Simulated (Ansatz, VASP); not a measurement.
# Br: VASP beside Ansatz

File INCAR:

```
ALGO = Normal
EDIFF = 1E-6
ENCUT = 500
GGA = PE
GGA_COMPAT = False
ISIF = 2
ISMEAR = 1
LASPH = True
LCHARG = False
LREAL = False
LWAVE = False
NBANDS = 10
NELM = 120
PREC = Accurate
SIGMA = 0.021
```

File KPOINTS:

```
k-points
0
Gamma
  4 4 4
```

File POSCAR:

```
Br
1.0
   -1.2867684050      1.7199972000      3.5779911600
    1.2867684050     -1.7199972000      3.5779911600
    1.2867684050      1.7199972000     -3.5779911600
Br
1
Direct
    0.0000000000      0.0000000000      0.0000000000
```

Input for Ansatz:

```yaml
crystal:
  lattice:
    - [-1.286768405, 1.7199972, 3.57799116]
    - [1.286768405, -1.7199972, 3.57799116]
    - [1.286768405, 1.7199972, -3.57799116]
  atoms:
    - { symbol: Br, position: [0.0, 0.0, 0.0] }
basis:
  ecutwfc: 420
kpoints:
  mp_grid: { grid: [4, 4, 4] }
hamiltonian:
  xc: pbe
scf:
  occupations: { method: cold, width: 0.021 }
  convergence: { dr2_threshold: "1e-12 eV" }
  max_iter: 60
output:
  forces: true
  stress: true
  eigenvalues: true
```

Alike in both runs: task single point; functional PBE; k mesh 4 × 4 × 4; no spin polarisation.

|  | VASP | Ansatz |
| --- | --- | --- |
| version | VASP 6.6.1 | Ansatz 0.2.0 |
| potentials or method | VASP PAW PBE potentials, release 64 (Br), cutoff 500 eV | scalar-relativistic, plane waves, PAW |
| occupations | methfessel-paxton of order 1, width 0.021 eV | cold, width 0.021 eV |
| valence electrons in the cell | 7 | 7 |

VASP gave:

```
gap on the k mesh at the Fermi level (eV)                     : none
pressure (GPa)                                                : 3.4
traceless stress, the component that is largest in VASP (GPa) : 8.35
```

Estimate Ansatz's values.

gap on the k mesh at the Fermi level (eV): none; pressure (GPa): 3.4; traceless stress, the component that is largest in VASP (GPa): 8.47.

A gap of «none» marks a metal or a gap that the smearing closes.

The k mesh is coarse, so the values compare programs but aren't converged.
